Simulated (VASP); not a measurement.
Crystal: LiH.

```
Li H
1.0
     0.00000    2.06308    2.06308
     2.06308    0.00000    2.06308
     2.06308    2.06308    0.00000
Li H
1 1
Direct
  0.00000 0.00000 0.00000
  0.50000 0.50000 0.50000
```

This cell differs from its parent crystal: strain +3.0%.

Base run:

* Program: VASP 6.6.1
* Functional: HSE06
* Potentials or basis: VASP PAW PBE potentials, release 64 (Li_sv, H)
* Cutoff: 520 eV
* k mesh: 8 × 8 × 8
* Occupations: gaussian, width 0.01 eV
* Spin: no spin polarisation

Its results: band gap on the k mesh 4.01 eV.

Question: The run is repeated on the same cell with these changes: functional from HSE06 to PBE; k mesh from 8 × 8 × 8 to 6 × 6 × 6. What comes out?

Answer: Band gap on the k mesh 3.03 eV.

Several settings changed at once.

Caveats: some runs use coarse meshes.

A k mesh can miss the band edges.
